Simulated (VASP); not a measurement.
# Al6CoRu5 in VASP: single point with PBE

Aim: the single point of Al6CoRu5 with PBE.

Program: VASP 6.6.1. These are calculated values, not measurements. Logs are shortened: lines on timing, memory, paths and dates and some standing lists are left out, and cuts for length are marked.

## 1. The cell of the first run

The typed cell holds 12 atoms: a = 2.985 Å, b = 2.986 Å, c = 17.886 Å, α = 89.99°, β = 90.00°, γ = 90.00°.

## 2. Single point, PBE

Contents of INCAR:

```
SYSTEM = Al6CoRu5
  ALGO = Normal
  EDIFF = 1E-6
  ENCUT = 600
  GGA = PE
  GGA_COMPAT = .FALSE.
  ISIF = 2
  ISMEAR = 0
  LASPH = .TRUE.
  LCHARG = .TRUE.
  LELF = .TRUE.
  LREAL = .FALSE.
  LVHAR = .TRUE.
  LWAVE = .FALSE.
  NBANDS = 60
  NELM = 120
  PREC = Accurate
  SIGMA = 0.2
```

Contents of KPOINTS:

```
k-points
0
G
  8 8 2
  0 0 0
```

Contents of POSCAR:

```
Al6CoRu5
1.0
    2.9851544385      0.0001055509      0.0000770199
    0.0001002710      2.9859049341      0.0001703836
    0.0004240440      0.0006602661     17.8861329886
Al Co Ru
6 1 5
Direct
    1.0000232737     -0.0001308010      0.9209253654
    0.9999010361      0.0001515800      0.0790609394
   -0.0000379590      1.0000720355      0.2459331033
    0.0000757580      1.0000574844      0.4153813812
    0.0000738198      0.9999471134      0.5846276132
    0.0000277801      0.9998663102      0.7540661742
    0.4998218110      0.5000355193     -0.0000107377
    0.4998797793      0.5001157789      0.1611820916
    0.5000664019      0.5000929944      0.3308695017
    0.5000731563      0.5000135928      0.5000082352
    0.5000604069      0.4998864016      0.6691402618
    0.5000347359      0.4998919906      0.8388160708
```

Potentials or basis: VASP PAW PBE potentials, release 64 (Al, Co, Ru_pv).

Run with:

```sh
$ cat potpaw_PBE.64/Al/POTCAR potpaw_PBE.64/Co/POTCAR potpaw_PBE.64/Ru_pv/POTCAR > POTCAR
$ mpirun -np 1 vasp_std > vasp.out
```

OUTCAR:

```text
SYSTEM = Al6CoRu5
   EDIFF = 1E-6
   ENCUT = 600
   GGA = PE
   ISIF = 2
   ISMEAR = 0
   LASPH = .TRUE.
   LREAL = .FALSE.
   NELM = 120
   PREC = Accurate

 ion  position               nearest neighbor table
   1  0.000  1.000  0.921-   7 2.54   7 2.54   7 2.54   7 2.54  12 2.57  12 2.57  12 2.57  12 2.57
                             2 2.83   6 2.98
   2  1.000  0.000  0.079-   7 2.54   7 2.54   7 2.54   7 2.54   8 2.57   8 2.57   8 2.57   8 2.57
                             1 2.83   3 2.98
   3  1.000  0.000  0.246-   8 2.60   8 2.60   8 2.60   8 2.60   9 2.60   9 2.60   9 2.60   9 2.60
                             2 2.98   4 3.03
   4  0.000  0.000  0.415-   9 2.60   9 2.60   9 2.60   9 2.60  10 2.60  10 2.60  10 2.60  10 2.60
                             5 3.03   3 3.03
   5  0.000  1.000  0.585-  11 2.60  11 2.60  11 2.60  11 2.60  10 2.60  10 2.60  10 2.60  10 2.60
                             4 3.03   6 3.03
   6  0.000  1.000  0.754-  12 2.60  12 2.60  12 2.60  12 2.60  11 2.60  11 2.60  11 2.60  11 2.60
                             1 2.98   5 3.03
   7  0.500  0.500  1.000-   1 2.54   2 2.54   2 2.54   1 2.54   1 2.54   2 2.54   2 2.54   1 2.54
                            12 2.88   8 2.88
   8  0.500  0.500  0.161-   2 2.57   2 2.57   2 2.57   2 2.57   3 2.60   3 2.60   3 2.60   3 2.60
                             7 2.88   9 3.04
   9  0.500  0.500  0.331-   4 2.60   4 2.60   4 2.60   4 2.60   3 2.60   3 2.60   3 2.60   3 2.60
                            10 3.03   8 3.04
  10  0.500  0.500  0.500-   5 2.60   4 2.60   5 2.60   5 2.60   4 2.60   5 2.60   4 2.60   4 2.60
                            11 3.03   9 3.03
  11  0.500  0.500  0.669-   5 2.60   5 2.60   5 2.60   5 2.60   6 2.60   6 2.60   6 2.60   6 2.60
                            10 3.03  12 3.03
  12  0.500  0.500  0.839-   1 2.57   1 2.57   1 2.57   1 2.57   6 2.60   6 2.60   6 2.60   6 2.60
                             7 2.88  11 3.03

  LATTYP: Found a base centered monoclinic cell.
 ALAT       =    36.0201661550
 B/A-ratio  =     0.1172129815
 C/A-ratio  =     0.4965588701
 COS(beta)  =    -0.9931058466

  Lattice vectors:

 A1 = (   2.9847303945,  -0.0005547152, -17.8860559687)
 A2 = (  -0.0003237730,   2.9852446680, -17.8859626050)
 A3 = (   0.0004240440,   0.0006602661,  17.8861329886)

Analysis of symmetry for initial positions (statically):
=====================================================================
 Subroutine PRICEL returns:
 Original cell was already a primitive cell.

 Routine SETGRP: Setting up the symmetry group for a
 base centered monoclinic supercell.

 Subroutine GETGRP returns: Found  1 space group operations
 (whereof  1 operations were pure point group operations)
 out of a pool of  4 trial point group operations.

The static configuration has the point symmetry C_1 .

Analysis of symmetry for dynamics (positions and initial velocities):
=====================================================================
 Subroutine PRICEL returns:
 Original cell was already a primitive cell.

 Routine SETGRP: Setting up the symmetry group for a
 base centered monoclinic supercell.

 Subroutine GETGRP returns: Found  1 space group operations
 (whereof  1 operations were pure point group operations)
 out of a pool of  4 trial point group operations.

The dynamic configuration has the point symmetry C_1 .

 Subroutine INISYM returns: Found  1 space group operations
 (whereof  1 operations are pure point group operations),
 and found     1 'primitive' translations

----------------------------------------------------------------------------------------

                                     Primitive cell

  volume of cell :     159.4260

  direct lattice vectors                    reciprocal lattice vectors
     2.985154438  0.000105551  0.000077020     0.334991044 -0.000011249 -0.000007942
     0.000100271  2.985904934  0.000170384    -0.000011842  0.334906846 -0.000012363
     0.000424044  0.000660266 17.886132989    -0.000001442 -0.000003190  0.055909234

  length of vectors
     2.985154441  2.985904941 17.886133006     0.334991044  0.334906846  0.055909235

  position of ions in fractional coordinates (direct lattice)
     0.000023274  0.999869199  0.920925365
     0.999901036  0.000151580  0.079060939
     0.999962041  0.000072035  0.245933103
     0.000075758  0.000057484  0.415381381
     0.000073820  0.999947113  0.584627613
     0.000027780  0.999866310  0.754066174
     0.499821811  0.500035519  0.999989262
     0.499879779  0.500115779  0.161182092
     0.500066402  0.500092994  0.330869502
     0.500073156  0.500013593  0.500008235
[... 32 lines left out ...]

  Length of vectors
     0.041873881  0.041863356  0.027954617

  Shift w.r.t. Gamma in fractional coordinates (k-lattice)
     0.000000000  0.000000000  0.000000000

 Subroutine IBZKPT returns following result:
 ===========================================

 Found     68 irreducible k-points:

 Following reciprocal coordinates:
            Coordinates               Weight
  0.000000  0.000000  0.000000      1.000000
  0.125000 -0.000000  0.000000      2.000000
  0.250000 -0.000000  0.000000      2.000000
  0.375000 -0.000000  0.000000      2.000000
  0.500000 -0.000000  0.000000      1.000000
 -0.000000  0.125000  0.000000      2.000000
[... 16 lines left out ...]
  0.125000  0.375000  0.000000      2.000000
  0.250000  0.375000  0.000000      2.000000
 [... further k-points ...]
   k-points           NKPTS =     68   k-points in BZ     NKDIM =     68   number of bands    NBANDS=     60
   number of dos      NEDOS =    301   number of ions     NIONS =     12
   total plane-waves  NPLWV =  82944
   dimension x,y,z NGX =    24 NGY =   24 NGZ =  144
   dimension x,y,z NGXF=    48 NGYF=   48 NGZF=  288
   ions per type =               6   1   5
   NGX,Y,Z   is equivalent  to a cutoff of  13.37, 13.36, 13.38 a.u.
   NGXF,Y,Z  is equivalent  to a cutoff of  26.73, 26.72, 26.77 a.u.
 SYSTEM =  Al6CoRu5
   PREC   = accura    normal or accurate (medium, high low for compatibility)
   ISTART =      0    job   : 0-new  1-cont  2-samecut
   ICHARG =      2    charge: 1-file 2-atom 10-const
   ISPIN  =      1    spin polarized calculation?
   LNONCOLLINEAR =      F non collinear calculations
   LSORBIT =      F    spin-orbit coupling
   LASPH  =      T    aspherical Exc in radial PAW
   ENCUT  =  600.0 eV  44.10 Ry    6.64 a.u.   5.96  5.96 35.72*2*pi/ulx,y,z
   NELM   =    120;   NELMIN=  2; NELMDL= -5     # of ELM steps
   EDIFF  = 0.1E-05   stopping-criterion for ELM
   LREAL  =      F    real-space projection
   EDIFFG = 0.1E-04   stopping-criterion for IOM
   NSW    =      0    number of steps for IOM
   IBRION =     -1    ionic relax: 0-MD 1-quasi-New 2-CG
   NFREE  =      0    steps in history (QN), initial steepest desc. (CG)
   ISIF   =      2    stress and relaxation
   ISYM   =      2    0-nonsym 1-usesym 2-fastsym
   POTIM  = 0.5000    time-step for ionic-motion
   TEBEG  =    0.0;   TEEND  =   0.0 temperature during run
   PSTRESS=    0.0 pullay stress
   NELECT =      97.0000    total number of electrons
   NUPDOWN=      -1.0000    fix difference up-down
   EMIN   =  10.00;   EMAX   =-10.00  energy-range for DOS
   EFERMI =   0.00;   METHOD = LEGACY
   ISMEAR =     0;   SIGMA  =   0.20  broadening in eV -4-tet -1-fermi 0-gaus
   EFERMI_NEDOS =   21; number of points for ismear=-14 and -15
   IALGO  =     38    algorithm
   IMIX   =      4    mixing-type and parameters
     AMIX     =   0.40;   BMIX     =  1.00
     AMIX_MAG =   1.60;   BMIX_MAG =  1.00
  volume/ion in A,a.u.               =      13.29        89.65
  Fermi-wavevector in a.u.,A,eV,Ry     =   1.387221  2.621468 26.182809  1.924382
  Thomas-Fermi vector in A             =   2.511463
   LORBIT       =      0    0 simple, 1 ext, 2 COOP (PROOUT), +10 PAW based schemes
   GGA     = PE    functional components
   LHFCALC =     F    Hartree Fock is set to
   AEXX    =    0.0000 exact exchange contribution
   IVDW    =     0    specifies the selected vdW correction
   LEPSILON=     F    determine dielectric tensor
   LRPA    =     F    only Hartree local field effects (RPA)
 non-spin polarized calculation
 Gauss-broadening in eV      SIGMA  =   0.20
  energy-cutoff  :      600.00
  volume of cell :      159.43
 maximum number of plane-waves:      5374
   NGX = 11   NGY = 11   NGZ = 71

 number of electron      96.9999978 magnetization

 Free energy of the ion-electron system (eV)
  ---------------------------------------------------
  ext. energy  EPLUGINS =         0.00000000
  ---------------------------------------------------
  free energy    TOTEN  =       -83.22980459 eV

  energy without entropy =      -83.02865816  energy(sigma->0) =      -83.12923137

 E-fermi :  10.4651     XC(G=0): -12.4418

 val. band max:       10.4385359239   @ k =  -0.0000   0.0000   0.5000
 cond. band min:      10.4693024263   @ k =   0.5000   0.1250   0.5000
 fundamental gap:      0.0307665025
 Fermi energy:        10.4650815667

 k-point     1 :       0.0000    0.0000    0.0000
  band No.  band energies     occupation
      1     -31.4882      2.00000
      2     -31.4444      2.00000
      3     -31.4011      2.00000
      4     -31.3532      2.00000
      5     -31.3263      2.00000
      6     -31.3151      2.00000
[... 1501 lines left out ...]
     59      15.4763      0.00000
     60      15.6706      0.00000

 [... further k-points ...]

------------------------ aborting loop because EDIFF is reached ----------------------------------------

  FORCE on cell =-STRESS in cart. coord.  units (eV):
  Direction    XX          YY          ZZ          XY          YZ          ZX
  --------------------------------------------------------------------------------------
  -------------------------------------------------------------------------------------
  Total        0.0443161      0.0055770     -0.0072847     -0.0087413     -0.0100322     -0.0066660
  in kB        0.4453619      0.0560474     -0.0732089     -0.0878469     -0.1008206     -0.0669909
  external PRESSURE =       0.1427334 kB  Pullay stress =       0.0000000 kB

 VOLUME and BASIS-vectors are now :
 -----------------------------------------------------------------------------
  energy-cutoff  :      600.00
  volume of cell :      159.43
      direct lattice vectors                 reciprocal lattice vectors
     2.985154438  0.000105551  0.000077020     0.334991044 -0.000011249 -0.000007942
     0.000100271  2.985904934  0.000170384    -0.000011842  0.334906846 -0.000012363
     0.000424044  0.000660266 17.886132989    -0.000001442 -0.000003190  0.055909234

 POSITION                                       TOTAL-FORCE (eV/Angst)
 -----------------------------------------------------------------------------------
      0.00056      2.98612     16.47196        -0.001595      0.001559      0.009396
      2.98489      0.00061      1.41417        -0.000630     -0.001373     -0.008734
      2.98515      0.00048      4.39887         0.000233      0.000732     -0.002819
      0.00040      0.00045      7.42957        -0.000189     -0.000137      0.000143
      0.00057      2.98613     10.45690        -0.000179      0.000082      0.000360
      0.00050      2.98600     13.48750         0.000454      0.000559      0.003372
      1.49252      1.49377     17.88606         0.002393     -0.000447      0.001179
      1.49234      1.49346      2.88305         0.001316     -0.000226      0.002311
      1.49297      1.49350      5.91810        -0.001208     -0.000647      0.002267
      1.49306      1.49338      8.94334         0.000029     -0.000317     -0.000811
      1.49309      1.49311     11.96846        -0.000207      0.000568     -0.003294
      1.49309      1.49324     15.00330        -0.000417     -0.000351     -0.003369
 -----------------------------------------------------------------------------------
    total drift:                               -0.000007     -0.000002     -0.000034

  FREE ENERGIE OF THE ION-ELECTRON SYSTEM (eV)
  ---------------------------------------------------
  free  energy   TOTEN  =       -83.2298045888 eV

  energy  without entropy=      -83.0286581611  energy(sigma->0) =      -83.12923137
```

It took 38 min on 1 thread of Intel Xeon 8259CL, shared host; peak memory 0.71 GiB.

Results:

```yaml
Free_energy: -83.2298 eV
Pressure: 0.0 GPa
Largest_force: 0.010 eV/Å
Band_gap_on_the_k_mesh: zero (an odd number of electrons rules out a gap without spin polarisation)
```

Forces in eV/Å, atoms in the order of the input:
```
Al  -0.002  0.002  0.009
Al  -0.001 -0.001 -0.009
Al   0.000  0.001 -0.003
Al   0.000  0.000  0.000
Al   0.000  0.000  0.000
Al   0.000  0.001  0.003
Co   0.002  0.000  0.001
Ru   0.001  0.000  0.002
Ru  -0.001 -0.001  0.002
Ru   0.000  0.000 -0.001
Ru   0.000  0.001 -0.003
Ru   0.000  0.000 -0.003
```

Caveat: the run has no spin polarisation, though such a crystal can be magnetic.
